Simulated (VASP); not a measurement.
# Y (Pm-3n) in VASP: single point with r2SCAN

Aim: the single point of Y with r2SCAN.

All numbers are computed with VASP 6.6.1; they aren't measurements. Logs are shortened: lines on timing, memory, paths and dates and some standing lists are left out, and cuts for length are marked.

## 1. The cell of the first run

It takes space group Pm-3n (No. 223, cubic). The conventional cell has a = 6.481 Å, b = 6.481 Å, c = 6.481 Å, α = 90.00°, β = 90.00°, γ = 90.00°. Within 4.8 Å of Y (site symmetry m-3) lie 12 Y at 3.62 Å. Within 4.3 Å of Y (site symmetry -4m2) lie 14 Y at 3.24 to 3.97 Å.

## 2. Single point, r2SCAN

Input file POSCAR:

```
Y
1.0
    6.4806448731      0.0000000000      0.0000000000
    0.0000000000      6.4806448731      0.0000000000
    0.0000000000      0.0000000000      6.4806448731
Y
8
Direct
    0.5000000000      0.5000000000      0.5000000000
    0.0000000000      0.0000000000      0.0000000000
    0.2500000000      0.0000000000      0.5000000000
    0.5000000000      0.2500000000      0.0000000000
    0.5000000000      0.7500000000      0.0000000000
    0.7500000000      0.0000000000      0.5000000000
    0.0000000000      0.5000000000      0.7500000000
    0.0000000000      0.5000000000      0.2500000000
```

Input file INCAR.step1:

```
SYSTEM = Y
ALGO     = Normal         ! electronic algorithm
EDIFF    = 1E-4           ! SCF threshold, eV
ENCUT    = 520            ! plane-wave cutoff, eV
GGA      = PE             ! functional
ISMEAR   = 0              ! smearing method
LASPH    = .True.         ! aspherical terms in the spheres
LCHARG   = .False.        ! write CHGCAR
LREAL    = .False.        ! projectors in reciprocal space
LWAVE    = .True.         ! write WAVECAR
NBANDS   = 54             ! bands
NELM     = 100            ! most SCF steps
PREC     = Accurate       ! precision mode
SIGMA    = 0.1            ! smearing width, eV
```

Input file INCAR.step2:

```
SYSTEM = Y
ALGO     = Normal         ! electronic algorithm
EDIFF    = 1E-6           ! SCF threshold, eV
ENCUT    = 520            ! plane-wave cutoff, eV
ISIF     = 2              ! what is computed and relaxed
ISMEAR   = 0              ! smearing method
ISTART   = 1            
LASPH    = .True.         ! aspherical terms in the spheres
LCHARG   = .True.         ! write CHGCAR
LELF     = .True.         ! ELF
LMIXTAU  = .True.       
LREAL    = .False.        ! projectors in reciprocal space
LVHAR    = .True.       
LWAVE    = .False.        ! write WAVECAR
METAGGA  = R2SCAN         ! meta-GGA
NBANDS   = 54             ! bands
NELM     = 100            ! most SCF steps
PREC     = Accurate       ! precision mode
SIGMA    = 0.1            ! smearing width, eV
```

Input file KPOINTS:

```
k-points
0
Gamma
  4 4 4
  0 0 0
```

Potentials or basis: VASP PAW PBE potentials, release 64 (Y_sv).

Command:

```console
> cat potpaw_PBE.64/Y_sv/POTCAR > POTCAR
> cp INCAR.step1 INCAR
> mpirun -np 1 vasp_std > vasp.out
> cp INCAR.step2 INCAR
> mpirun -np 1 vasp_std > vasp.out
```

OUTCAR:

```text
SYSTEM = Y
   EDIFF = 1E-6
   ENCUT = 520
   ISIF = 2
   ISMEAR = 0
   ISTART = 1
   LASPH = .True.
   LREAL = .False.
   METAGGA = R2SCAN
   NELM = 100
   PREC = Accurate

 ion  position               nearest neighbor table
   1  0.500  0.500  0.500-   3 3.62   4 3.62   5 3.62   6 3.62   7 3.62   8 3.62   4 3.62   5 3.62
                             3 3.62   6 3.62   7 3.62   8 3.62
   2  0.000  0.000  0.000-   3 3.62   4 3.62   5 3.62   6 3.62   7 3.62   8 3.62   3 3.62   6 3.62
                             7 3.62   8 3.62   4 3.62   5 3.62
   3  0.250  0.000  0.500-   6 3.24   6 3.24   1 3.62   2 3.62   1 3.62   2 3.62   8 3.97   5 3.97
                             4 3.97   5 3.97   4 3.97   7 3.97   8 3.97   7 3.97
   4  0.500  0.250  0.000-   5 3.24   5 3.24   1 3.62   1 3.62   2 3.62   2 3.62   8 3.97   3 3.97
                             3 3.97   6 3.97   6 3.97   7 3.97   7 3.97   8 3.97
   5  0.500  0.750  0.000-   4 3.24   4 3.24   1 3.62   1 3.62   2 3.62   2 3.62   8 3.97   3 3.97
                             3 3.97   6 3.97   6 3.97   7 3.97   7 3.97   8 3.97
   6  0.750  0.000  0.500-   3 3.24   3 3.24   1 3.62   2 3.62   1 3.62   2 3.62   8 3.97   4 3.97
                             4 3.97   5 3.97   5 3.97   7 3.97   8 3.97   7 3.97
   7  0.000  0.500  0.750-   8 3.24   8 3.24   1 3.62   2 3.62   2 3.62   1 3.62   3 3.97   4 3.97
                             5 3.97   3 3.97   6 3.97   6 3.97   4 3.97   5 3.97
   8  0.000  0.500  0.250-   7 3.24   7 3.24   1 3.62   2 3.62   2 3.62   1 3.62   3 3.97   4 3.97
                             5 3.97   3 3.97   6 3.97   6 3.97   4 3.97   5 3.97

  LATTYP: Found a simple cubic cell.
 ALAT       =     6.4806448731

  Lattice vectors:

 A1 = (   6.4806448731,   0.0000000000,   0.0000000000)
 A2 = (   0.0000000000,   6.4806448731,   0.0000000000)
 A3 = (   0.0000000000,   0.0000000000,   6.4806448731)

Analysis of symmetry for initial positions (statically):
=====================================================================
 Subroutine PRICEL returns:
 Original cell was already a primitive cell.

 Routine SETGRP: Setting up the symmetry group for a
 simple cubic supercell.

 Subroutine GETGRP returns: Found 48 space group operations
 (whereof 24 operations were pure point group operations)
 out of a pool of 48 trial point group operations.

The static configuration has the point symmetry T_h .
 The point group associated with its full space group is O_h .

Analysis of symmetry for dynamics (positions and initial velocities):
=====================================================================
 Subroutine PRICEL returns:
 Original cell was already a primitive cell.

 Routine SETGRP: Setting up the symmetry group for a
 simple cubic supercell.

 Subroutine GETGRP returns: Found 48 space group operations
 (whereof 24 operations were pure point group operations)
 out of a pool of 48 trial point group operations.

The dynamic configuration has the point symmetry T_h .
 The point group associated with its full space group is O_h .

 Subroutine INISYM returns: Found 48 space group operations
 (whereof 24 operations are pure point group operations),
 and found     1 'primitive' translations

----------------------------------------------------------------------------------------

                                     Primitive cell

  volume of cell :     272.1790

  direct lattice vectors                    reciprocal lattice vectors
     6.480644873  0.000000000  0.000000000     0.154305632  0.000000000  0.000000000
     0.000000000  6.480644873  0.000000000     0.000000000  0.154305632  0.000000000
     0.000000000  0.000000000  6.480644873     0.000000000  0.000000000  0.154305632

  length of vectors
     6.480644873  6.480644873  6.480644873     0.154305632  0.154305632  0.154305632

  position of ions in fractional coordinates (direct lattice)
     0.500000000  0.500000000  0.500000000
     0.000000000  0.000000000  0.000000000
     0.250000000  0.000000000  0.500000000
     0.500000000  0.250000000  0.000000000
     0.500000000  0.750000000  0.000000000
     0.750000000  0.000000000  0.500000000
     0.000000000  0.500000000  0.750000000
     0.000000000  0.500000000  0.250000000

  ion indices of the primitive-cell ions
   primitive index   ion index
                 1           1
                 2           2
                 3           3
                 4           4
                 5           5
                 6           6
                 7           7
                 8           8

----------------------------------------------------------------------------------------

 KPOINTS: k-points

Automatic generation of k-mesh.
 Grid dimensions read from file:
 generate k-points for:    4    4    4

 Generating k-lattice:

  Cartesian coordinates                     Fractional coordinates (reciprocal lattice)
     0.038576408  0.000000000  0.000000000     0.250000000  0.000000000  0.000000000
     0.000000000  0.038576408  0.000000000     0.000000000  0.250000000  0.000000000
     0.000000000  0.000000000  0.038576408     0.000000000  0.000000000  0.250000000

  Length of vectors
     0.038576408  0.038576408  0.038576408

  Shift w.r.t. Gamma in fractional coordinates (k-lattice)
     0.000000000  0.000000000  0.000000000

 Subroutine IBZKPT returns following result:
 ===========================================

 Found     10 irreducible k-points:

 Following reciprocal coordinates:
            Coordinates               Weight
  0.000000  0.000000  0.000000      1.000000
  0.250000  0.000000  0.000000      6.000000
  0.500000  0.000000  0.000000      3.000000
  0.250000  0.250000  0.000000     12.000000
  0.500000  0.250000  0.000000     12.000000
  0.500000  0.500000  0.000000      3.000000
  0.250000  0.250000  0.250000      8.000000
  0.500000  0.250000  0.250000     12.000000
  0.500000  0.500000  0.250000      6.000000
  0.500000  0.500000  0.500000      1.000000
   k-points           NKPTS =     10   k-points in BZ     NKDIM =     10   number of bands    NBANDS=     54
   number of dos      NEDOS =    301   number of ions     NIONS =      8
   total plane-waves  NPLWV = 110592
   dimension x,y,z NGX =    48 NGY =   48 NGZ =   48
   dimension x,y,z NGXF=    96 NGYF=   96 NGZF=   96
   ions per type =               8
   NGX,Y,Z   is equivalent  to a cutoff of  12.31, 12.31, 12.31 a.u.
   NGXF,Y,Z  is equivalent  to a cutoff of  24.63, 24.63, 24.63 a.u.
 SYSTEM =  Y
   PREC   = accura    normal or accurate (medium, high low for compatibility)
   ISTART =      1    job   : 0-new  1-cont  2-samecut
   ICHARG =      0    charge: 1-file 2-atom 10-const
   ISPIN  =      1    spin polarized calculation?
   LNONCOLLINEAR =      F non collinear calculations
   LSORBIT =      F    spin-orbit coupling
   LASPH  =      T    aspherical Exc in radial PAW
   ENCUT  =  520.0 eV  38.22 Ry    6.18 a.u.  12.05 12.05 12.05*2*pi/ulx,y,z
   NELM   =    100;   NELMIN=  2; NELMDL=  0     # of ELM steps
   EDIFF  = 0.1E-05   stopping-criterion for ELM
   LREAL  =      F    real-space projection
   EDIFFG = 0.1E-04   stopping-criterion for IOM
   NSW    =      0    number of steps for IOM
   IBRION =     -1    ionic relax: 0-MD 1-quasi-New 2-CG
   NFREE  =      0    steps in history (QN), initial steepest desc. (CG)
   ISIF   =      2    stress and relaxation
   ISYM   =      2    0-nonsym 1-usesym 2-fastsym
   POTIM  = 0.5000    time-step for ionic-motion
   TEBEG  =    0.0;   TEEND  =   0.0 temperature during run
   PSTRESS=    0.0 pullay stress
   NELECT =      88.0000    total number of electrons
   NUPDOWN=      -1.0000    fix difference up-down
   EMIN   =  10.00;   EMAX   =-10.00  energy-range for DOS
   EFERMI =   0.00;   METHOD = LEGACY
   ISMEAR =     0;   SIGMA  =   0.10  broadening in eV -4-tet -1-fermi 0-gaus
   EFERMI_NEDOS =   21; number of points for ismear=-14 and -15
   IALGO  =     38    algorithm
   IMIX   =      4    mixing-type and parameters
     AMIX     =   0.40;   BMIX     =  1.00
     AMIX_MAG =   1.60;   BMIX_MAG =  1.00
  volume/ion in A,a.u.               =      34.02       229.59
  Fermi-wavevector in a.u.,A,eV,Ry     =   1.123615  2.123324 17.177498  1.262510
  Thomas-Fermi vector in A             =   2.260282
   LORBIT       =      0    0 simple, 1 ext, 2 COOP (PROOUT), +10 PAW based schemes
   METAGGA = R2SCAN    functional components
   LHFCALC =     F    Hartree Fock is set to
   AEXX    =    0.0000 exact exchange contribution
   IVDW    =     0    specifies the selected vdW correction
   LEPSILON=     F    determine dielectric tensor
   LRPA    =     F    only Hartree local field effects (RPA)
 non-spin polarized calculation
 Gauss-broadening in eV      SIGMA  =   0.10
  energy-cutoff  :      520.00
  volume of cell :      272.18
 maximum number of plane-waves:      7400
   NGX = 25   NGY = 25   NGZ = 25

 number of electron      87.9999988 magnetization

 Free energy of the ion-electron system (eV)
  ---------------------------------------------------
  ext. energy  EPLUGINS =         0.00000000
  ---------------------------------------------------
  free energy    TOTEN  =      -160.18808552 eV

  energy without entropy =     -160.09378914  energy(sigma->0) =     -160.14093733

 E-fermi :   2.9662     XC(G=0):  -9.9227

 val. band max:        2.9512850647   @ k =   0.5000   0.2500   0.0000
 cond. band min:       2.9850656172   @ k =   0.5000   0.5000   0.0000
 fundamental gap:      0.0337805525
 Fermi energy:         2.9661522447

 k-point     1 :       0.0000    0.0000    0.0000
  band No.  band energies     occupation
      1     -41.4544      2.00000
      2     -41.4306      2.00000
      3     -41.4306      2.00000
      4     -41.3623      2.00000
      5     -41.3623      2.00000
      6     -41.3623      2.00000
[... 46 lines left out ...]
     53       4.5793      0.00000
     54       4.5793      0.00000
[... 511 lines left out ...]
     53       3.8320      0.00000
     54       3.8320      0.00000

------------------------ aborting loop because EDIFF is reached ----------------------------------------

  FORCE on cell =-STRESS in cart. coord.  units (eV):
  Direction    XX          YY          ZZ          XY          YZ          ZX
  --------------------------------------------------------------------------------------
  -------------------------------------------------------------------------------------
  Total        0.9622449      0.9622449      0.9622449      0.0000000      0.0000000      0.0000000
  in kB        5.6642385      5.6642385      5.6642385      0.0000000      0.0000000      0.0000000
  external PRESSURE =       5.6642385 kB  Pullay stress =       0.0000000 kB

 VOLUME and BASIS-vectors are now :
 -----------------------------------------------------------------------------
  energy-cutoff  :      520.00
  volume of cell :      272.18
      direct lattice vectors                 reciprocal lattice vectors
     6.480644873  0.000000000  0.000000000     0.154305632  0.000000000  0.000000000
     0.000000000  6.480644873  0.000000000     0.000000000  0.154305632  0.000000000
     0.000000000  0.000000000  6.480644873     0.000000000  0.000000000  0.154305632

 POSITION                                       TOTAL-FORCE (eV/Angst)
 -----------------------------------------------------------------------------------
      3.24032      3.24032      3.24032         0.000000      0.000000      0.000000
      0.00000      0.00000      0.00000         0.000000      0.000000      0.000000
      1.62016      0.00000      3.24032         0.000000     -0.000000     -0.000000
      3.24032      1.62016      0.00000        -0.000000      0.000000      0.000000
      3.24032      4.86048      0.00000         0.000000      0.000000     -0.000000
      4.86048      0.00000      3.24032        -0.000000     -0.000000      0.000000
      0.00000      3.24032      4.86048        -0.000000      0.000000      0.000000
      0.00000      3.24032      1.62016         0.000000     -0.000000     -0.000000
 -----------------------------------------------------------------------------------
    total drift:                                0.000000     -0.000000      0.000000

  FREE ENERGIE OF THE ION-ELECTRON SYSTEM (eV)
  ---------------------------------------------------
  free  energy   TOTEN  =      -160.1880855189 eV

  energy  without entropy=     -160.0937891441  energy(sigma->0) =     -160.14093733
```

Run time: 9.4 min. Hardware: 1 thread of Intel Xeon Platinum 8259CL at 2.50GHz (Skylake/Cascade Lake), shared host; peak memory 0.41 GiB.

What came out:

```
Free energy            : -160.1881 eV
Pressure               : 0.6 GPa
Band gap on the k mesh : zero (band 44 reaches 3.00 eV, above the bottom of band 45 at 2.59 eV)
```

Caveat: the PAW data sets were made with another functional, which shifts forces and pressure a little.
